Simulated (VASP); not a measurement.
# Ti in VASP: single point with PBE

Aim: the single point of Ti with PBE.

Everything below comes from runs of VASP 6.6.1. Logs are shortened: lines on timing, memory, paths and dates and some standing lists are left out, and cuts for length are marked.

## 1. The cell of the first run

The cell holds a slab with vacuum, 6 atoms: a = 2.871 Å, b = 2.871 Å, c = 30.150 Å, α = 90.00°, β = 90.00°, γ = 90.00°.

## 2. Single point, PBE

Input file INCAR:

```
ALGO = Normal
DIPOL = 0.5 0.5 0.503
EDIFF = 1E-6
ENCUT = 520
GGA = PE
IDIPOL = 3
ISIF = 2
ISMEAR = 0
LASPH = True
LCHARG = True
LDIPOL = True
LELF = True
LREAL = False
LVACPOTAV = True
LVHAR = True
LWAVE = False
NBANDS = 45
NELM = 60
PREC = Accurate
SIGMA = 0.1
```

Input file KPOINTS:

```
k-points
0
Gamma
  9 9 1
```

Input file POSCAR:

```
Ti
1.0
    2.8708535300      0.0000000000      0.0000000000
    0.0000000000      2.8708535300      0.0000000000
    0.0000000000      0.0000000000     30.1499998970
Ti
6
Direct
    0.5000000000      0.5000000000      0.3316749597
    0.0000000000      0.0000000000      0.3990049702
    0.5000000000      0.5000000000      0.4663349901
    0.0000000000      0.0000000000      0.5373342369
    0.5000000000      0.5000000000      0.6098226711
    0.0000000000      0.0000000000      0.6731889782
```

Potentials or basis: VASP PAW PBE potentials, release 64 (Ti_sv).

The run is started by

```bash
$ cat potpaw_PBE.64/Ti_sv/POTCAR > POTCAR
$ mpirun -np 1 vasp_std > vasp.out
```

OUTCAR:

```text
EDIFF = 1E-6
   ENCUT = 520
   GGA = PE
   ISIF = 2
   ISMEAR = 0
   LASPH = True
   LREAL = False
   NELM = 60
   PREC = Accurate

 ion  position               nearest neighbor table
   1  0.500  0.500  0.332-   2 2.87   2 2.87   2 2.87   2 2.87
   2  0.000  0.000  0.399-   1 2.87   1 2.87   1 2.87   1 2.87   3 2.87   3 2.87   3 2.87   3 2.87

   3  0.500  0.500  0.466-   2 2.87   2 2.87   2 2.87   2 2.87
   4  0.000  0.000  0.537-
   5  0.500  0.500  0.610-   6 2.79   6 2.79   6 2.79   6 2.79
   6  0.000  0.000  0.673-   5 2.79   5 2.79   5 2.79   5 2.79

  LATTYP: Found a simple tetragonal cell.
 ALAT       =     2.8708535300
 C/A-ratio  =    10.5021031487

  Lattice vectors:

 A1 = (   2.8708535300,   0.0000000000,   0.0000000000)
 A2 = (   0.0000000000,   2.8708535300,   0.0000000000)
 A3 = (   0.0000000000,   0.0000000000,  30.1499998970)

Analysis of symmetry for initial positions (statically):
=====================================================================
 Subroutine PRICEL returns:
 Original cell was already a primitive cell.

 Routine SETGRP: Setting up the symmetry group for a
 simple tetragonal supercell.

 Subroutine GETGRP returns: Found  8 space group operations
 (whereof  8 operations were pure point group operations)
 out of a pool of 16 trial point group operations.

The static configuration has the point symmetry C_4v.

Analysis of symmetry for dynamics (positions and initial velocities):
=====================================================================
 Subroutine PRICEL returns:
 Original cell was already a primitive cell.

 Routine SETGRP: Setting up the symmetry group for a
 simple tetragonal supercell.

 Subroutine GETGRP returns: Found  8 space group operations
 (whereof  8 operations were pure point group operations)
 out of a pool of 16 trial point group operations.

The dynamic configuration has the point symmetry C_4v.

 Subroutine INISYM returns: Found  8 space group operations
 (whereof  8 operations are pure point group operations),
 and found     1 'primitive' translations

----------------------------------------------------------------------------------------

                                     Primitive cell

  volume of cell :     248.4903

  direct lattice vectors                    reciprocal lattice vectors
     2.870853530  0.000000000  0.000000000     0.348328464  0.000000000  0.000000000
     0.000000000  2.870853530  0.000000000     0.000000000  0.348328464  0.000000000
     0.000000000  0.000000000 30.149999897     0.000000000  0.000000000  0.033167496

  length of vectors
     2.870853530  2.870853530 30.149999897     0.348328464  0.348328464  0.033167496

  position of ions in fractional coordinates (direct lattice)
     0.500000000  0.500000000  0.331674960
     0.000000000  0.000000000  0.399004970
     0.500000000  0.500000000  0.466334990
     0.000000000  0.000000000  0.537334237
     0.500000000  0.500000000  0.609822671
     0.000000000  0.000000000  0.673188978

  ion indices of the primitive-cell ions
   primitive index   ion index
                 1           1
                 2           2
                 3           3
                 4           4
                 5           5
                 6           6

----------------------------------------------------------------------------------------

 KPOINTS: k-points

Automatic generation of k-mesh.
 Grid dimensions read from file:
 generate k-points for:    9    9    1

 Generating k-lattice:

  Cartesian coordinates                     Fractional coordinates (reciprocal lattice)
     0.038703163  0.000000000  0.000000000     0.111111111  0.000000000  0.000000000
     0.000000000  0.038703163  0.000000000     0.000000000  0.111111111  0.000000000
     0.000000000  0.000000000  0.033167496     0.000000000  0.000000000  1.000000000

  Length of vectors
     0.038703163  0.038703163  0.033167496

  Shift w.r.t. Gamma in fractional coordinates (k-lattice)
     0.000000000  0.000000000  0.000000000

 Subroutine IBZKPT returns following result:
 ===========================================

 Found     15 irreducible k-points:

 Following reciprocal coordinates:
            Coordinates               Weight
  0.000000  0.000000  0.000000      1.000000
  0.111111  0.000000  0.000000      4.000000
  0.222222  0.000000  0.000000      4.000000
  0.333333  0.000000  0.000000      4.000000
  0.444444  0.000000  0.000000      4.000000
  0.111111  0.111111  0.000000      4.000000
  0.222222  0.111111  0.000000      8.000000
  0.333333  0.111111  0.000000      8.000000
  0.444444  0.111111  0.000000      8.000000
  0.222222  0.222222  0.000000      4.000000
  0.333333  0.222222  0.000000      8.000000
  0.444444  0.222222  0.000000      8.000000
  0.333333  0.333333  0.000000      4.000000
  0.444444  0.333333  0.000000      8.000000
  0.444444  0.444444  0.000000      4.000000
   k-points           NKPTS =     15   k-points in BZ     NKDIM =     15   number of bands    NBANDS=     45
   number of dos      NEDOS =    301   number of ions     NIONS =      6
   total plane-waves  NPLWV = 129024
   dimension x,y,z NGX =    24 NGY =   24 NGZ =  224
   dimension x,y,z NGXF=    48 NGYF=   48 NGZF=  448
   ions per type =               6
   NGX,Y,Z   is equivalent  to a cutoff of  13.90, 13.90, 12.35 a.u.
   NGXF,Y,Z  is equivalent  to a cutoff of  27.80, 27.80, 24.70 a.u.
 SYSTEM =  unknown system
   PREC   = accura    normal or accurate (medium, high low for compatibility)
   ISTART =      0    job   : 0-new  1-cont  2-samecut
   ICHARG =      2    charge: 1-file 2-atom 10-const
   ISPIN  =      1    spin polarized calculation?
   LNONCOLLINEAR =      F non collinear calculations
   LSORBIT =      F    spin-orbit coupling
   LASPH  =      T    aspherical Exc in radial PAW
   ENCUT  =  520.0 eV  38.22 Ry    6.18 a.u.   5.34  5.34 56.06*2*pi/ulx,y,z
   NELM   =     60;   NELMIN=  2; NELMDL= -5     # of ELM steps
   EDIFF  = 0.1E-05   stopping-criterion for ELM
   LREAL  =      F    real-space projection
   EDIFFG = 0.1E-04   stopping-criterion for IOM
   NSW    =      0    number of steps for IOM
   IBRION =     -1    ionic relax: 0-MD 1-quasi-New 2-CG
   NFREE  =      0    steps in history (QN), initial steepest desc. (CG)
   ISIF   =      2    stress and relaxation
   ISYM   =      2    0-nonsym 1-usesym 2-fastsym
   POTIM  = 0.5000    time-step for ionic-motion
   TEBEG  =    0.0;   TEEND  =   0.0 temperature during run
   PSTRESS=    0.0 pullay stress
   NELECT =      72.0000    total number of electrons
   NUPDOWN=      -1.0000    fix difference up-down
   EMIN   =  10.00;   EMAX   =-10.00  energy-range for DOS
   EFERMI =   0.00;   METHOD = LEGACY
   ISMEAR =     0;   SIGMA  =   0.10  broadening in eV -4-tet -1-fermi 0-gaus
   EFERMI_NEDOS =   21; number of points for ismear=-14 and -15
   IALGO  =     38    algorithm
   IMIX   =      4    mixing-type and parameters
     AMIX     =   0.40;   BMIX     =  1.00
     AMIX_MAG =   1.60;   BMIX_MAG =  1.00
  volume/ion in A,a.u.               =      41.42       279.48
  Fermi-wavevector in a.u.,A,eV,Ry     =   1.083301  2.047142 15.967000  1.173541
  Thomas-Fermi vector in A             =   2.219364
   LORBIT       =      0    0 simple, 1 ext, 2 COOP (PROOUT), +10 PAW based schemes
   GGA     = PE    functional components
   LHFCALC =     F    Hartree Fock is set to
   AEXX    =    0.0000 exact exchange contribution
   IVDW    =     0    specifies the selected vdW correction
   LEPSILON=     F    determine dielectric tensor
   LRPA    =     F    only Hartree local field effects (RPA)
 non-spin polarized calculation
 Gauss-broadening in eV      SIGMA  =   0.10
  energy-cutoff  :      520.00
  volume of cell :      248.49
 maximum number of plane-waves:      6757
 NGX is ok and might be reduce to    24
   NGX = 11   NGY = 11   NGZ =113

 dipolmoment           0.000000      0.000000     -0.017118 electrons x Angstroem

 number of electron      72.0000011 magnetization

 dipolmoment           0.000000      0.000000      0.004386 electrons x Angstroem

 Free energy of the ion-electron system (eV)
  ---------------------------------------------------
  ext. energy  EPLUGINS =         0.00000000
  ---------------------------------------------------
  free energy    TOTEN  =       -44.98588016 eV

  energy without entropy =      -44.91392573  energy(sigma->0) =      -44.94990295

 E-fermi :   1.1612     XC(G=0):  -5.5347

 val. band max:        1.1529149695   @ k =   0.4444   0.0000   0.0000
 cond. band min:       1.1636602253   @ k =   0.3333   0.2222   0.0000
 fundamental gap:      0.0107452557
 Fermi energy:         1.1611910183

 k-point     1 :       0.0000    0.0000    0.0000
  band No.  band energies     occupation
      1     -55.6949      2.00000
      2     -55.6920      2.00000
      3     -55.5358      2.00000
      4     -55.4639      2.00000
      5     -55.4212      2.00000
      6     -55.3667      2.00000
[... 37 lines left out ...]
     44       2.4809      0.00000
     45       2.9168      0.00000

 k-point     2 :       0.1111    0.0000    0.0000
  band No.  band energies     occupation
      1     -55.6875      2.00000
      2     -55.6857      2.00000
      3     -55.5281      2.00000
      4     -55.4574      2.00000
      5     -55.4183      2.00000
      6     -55.3645      2.00000
[... 37 lines left out ...]
     44       2.4749      0.00000
     45       2.6957      0.00000

 k-point     3 :       0.2222    0.0000    0.0000
  band No.  band energies     occupation
      1     -55.6696      2.00000
      2     -55.6686      2.00000
      3     -55.5082      2.00000
      4     -55.4403      2.00000
      5     -55.4113      2.00000
      6     -55.3595      2.00000
[... 565 lines left out ...]
     44       3.1139      0.00000
     45       3.2945      0.00000

 k-point    15 :       0.4444    0.4444    0.0000
  band No.  band energies     occupation
      1     -55.5948      2.00000
      2     -55.5873      2.00000
      3     -55.4224      2.00000
      4     -55.3572      2.00000
      5     -55.3568      2.00000
      6     -55.3127      2.00000
[... 37 lines left out ...]
     44       3.7052      0.00000
     45       3.8760      0.00000

------------------------ aborting loop because EDIFF is reached ----------------------------------------

  FORCE on cell =-STRESS in cart. coord.  units (eV):
  Direction    XX          YY          ZZ          XY          YZ          ZX
  --------------------------------------------------------------------------------------
  -------------------------------------------------------------------------------------
  Total       -1.7449155     -1.7449155     -0.3401803      0.0000000      0.0000000      0.0000000
  in kB      -11.2505979    -11.2505979     -2.1933620      0.0000000      0.0000000      0.0000000
  external PRESSURE =      -8.2315193 kB  Pullay stress =       0.0000000 kB

 VOLUME and BASIS-vectors are now :
 -----------------------------------------------------------------------------
  energy-cutoff  :      520.00
  volume of cell :      248.49
      direct lattice vectors                 reciprocal lattice vectors
     2.870853530  0.000000000  0.000000000     0.348328464  0.000000000  0.000000000
     0.000000000  2.870853530  0.000000000     0.000000000  0.348328464  0.000000000
     0.000000000  0.000000000 30.149999897     0.000000000  0.000000000  0.033167496

 POSITION                                       TOTAL-FORCE (eV/Angst)
 -----------------------------------------------------------------------------------
      1.43543      1.43543     10.00000         0.000000     -0.000000      0.371915
      0.00000      0.00000     12.03000         0.000000     -0.000000     -0.643694
      1.43543      1.43543     14.06000         0.000000     -0.000000      0.289824
      0.00000      0.00000     16.20063         0.000000     -0.000000     -0.000554
      1.43543      1.43543     18.38615        -0.000000      0.000000     -0.006224
      0.00000      0.00000     20.29665         0.000000     -0.000000     -0.011267
 -----------------------------------------------------------------------------------
    total drift:                                0.000000      0.000000      0.001047

  FREE ENERGIE OF THE ION-ELECTRON SYSTEM (eV)
  ---------------------------------------------------
  free  energy   TOTEN  =       -44.9858801574 eV

  energy  without entropy=      -44.9139257330  energy(sigma->0) =      -44.94990295

 vacuum level on the upper side and lower side of the slab         5.341         5.245
```

It took 8 min on 1 thread of Intel Xeon 6975P-C, shared host; peak memory 0.42 GiB.

What came out:

| Item | Value |
| --- | --- |
| Free energy | -44.9859 eV |
| Largest force | 0.644 eV/Å |
| Band gap on the k mesh | zero (band 36 reaches 1.36 eV, above the bottom of band 37 at 0.91 eV) |

Forces on the atoms (eV/Å):
```
Ti   0.000  0.000  0.372
Ti   0.000  0.000 -0.644
Ti   0.000  0.000  0.290
Ti   0.000  0.000 -0.001
Ti   0.000  0.000 -0.006
Ti   0.000  0.000 -0.011
```

Levels at points of the mesh, in eV from the Fermi level:
```
           k point  band 34  band 35  band 36  band 37  band 38  band 39
(0.00, 0.00, 0.00)    -0.35    -0.04    -0.01     0.29     0.60     1.04
```
